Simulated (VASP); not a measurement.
A run of VASP 6.6.1:

Contents of INCAR:

```
SYSTEM = Co
PREC = Accurate
ENCUT = 600
EDIFF = 1E-6
ISMEAR = -1
SIGMA = 0.1
LREAL = .False.
LASPH = .True.
NELM = 60
ALGO = Normal
ISIF = 3
LWAVE = .False.
LCHARG = .False.
GGA = B5
ALDAX = 1.0
AGGAX = 1.0
AGGAC = 1.0
ALDAC = 0.0
IBRION = 2
NSW = 80
EDIFFG = -0.01
```

The input KPOINTS:

```
Automatic mesh
0
Gamma
  15 15 15
  0 0 0
```

The input POSCAR:

```
Co
1.0
    0.0000000000      1.7691019796      1.7691019796
    1.7691019796      0.0000000000      1.7691019796
    1.7691019796      1.7691019796      0.0000000000
Co
1
Direct
    0.0000000000      0.0000000000      0.0000000000
```

Potentials or basis: VASP PAW PBE potentials, release 64 (Co).

The run is started by

```bash
$ cat potpaw_PBE.64/Co/POTCAR > POTCAR
$ mpirun -np 1 vasp_std > vasp.out
```

Hardware: 1 thread of Intel(R) Xeon(R) Platinum 8259CL CPU @ 2.50GHz (Skylake/Cascade Lake), with other jobs on the host.

Question: Estimate the wall time of this run.

Answer: It took 33 s on 1 thread of Intel(R) Xeon(R) Platinum 8259CL CPU @ 2.50GHz (Skylake/Cascade Lake), with other jobs on the host, peak memory 0.14 GiB. Counts: scf iterations 26, k points 120, ion steps 3.
